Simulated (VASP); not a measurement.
The system is Cu.

```
Cu
1.0
    -0.00443    1.78843    1.83853
     1.82291   -0.01749    1.85160
     1.78282    1.76140    0.02260
Cu
1
Cartesian
  0.0000 0.0000 0.0000
```

```yaml
Program: VASP 6.6.1
Task: relaxation of cell and atoms
Functional: LDA
Potentials_or_basis: VASP PAW LDA potentials, release 64 (Cu)
Cutoff: 600 eV
k_mesh: 13 × 12 × 13
Occupations: fermi-dirac, width 0.05 eV
Spin: no spin polarisation
```

At the start: pressure -11.5 GPa; volume 11.81 Å³/atom.

Task: How do energy, volume and symmetry change on relaxing?

Result: Over 21 steps the energy falls by 37.0 meV/atom and the volume is 10.94 Å³/atom (-7.4 %); space group Fm-3m (No. 225, to 0.05 Å).

Step by step:
| step | energy change (eV) | largest force (eV/Å) | pressure (GPa) | volume (Å³) |
| --- | --- | --- | --- | --- |
| 1 | 0.0000 | 0.0000 | -11.50 | 11.81 |
| 2 | -0.0201 | 0.0000 | 10.54 | 10.41 |
| 3 | -0.0352 | 0.0000 | -0.22 | 10.93 |
| 4 | -0.0352 | 0.0000 | 1.70 | 10.90 |
| 5 | -0.0357 | 0.0000 | -2.49 | 11.07 |
| 6 | -0.0360 | 0.0000 | -0.79 | 10.99 |
| 7 | -0.0360 | 0.0000 | -1.23 | 11.00 |
| 8 | -0.0368 | 0.0000 | 0.06 | 10.97 |
| 9 | -0.0367 | 0.0000 | -0.26 | 10.97 |
| 10 | -0.0368 | 0.0000 | -0.26 | 10.97 |
| 11 | -0.0369 | 0.0000 | -0.17 | 10.95 |
| 12 | -0.0369 | 0.0000 | -0.02 | 10.94 |
| 13 | -0.0369 | 0.0000 | 0.33 | 10.92 |
| 14 | -0.0369 | 0.0000 | 0.20 | 10.92 |
| 15 | -0.0369 | 0.0000 | 0.22 | 10.93 |
| 16 | -0.0370 | 0.0000 | -0.72 | 10.94 |
| 17 | -0.0370 | 0.0000 | 0.23 | 10.94 |
| 18 | -0.0370 | 0.0000 | 0.14 | 10.94 |
| 19 | -0.0370 | 0.0000 | -0.39 | 10.95 |
| 20 | -0.0370 | 0.0000 | -0.15 | 10.95 |
| 21 | -0.0370 | 0.0000 | 0.00 | 10.94 |

Final structure:
```yaml
crystal:
  lattice:
    - [0.00250, 1.75218, 1.76120]
    - [1.77037, -0.00809, 1.77171]
    - [1.75980, 1.75235, 0.00258]
  atoms:
    - { symbol: Cu, position: [0.00000, 0.00000, 0.00000] }
```
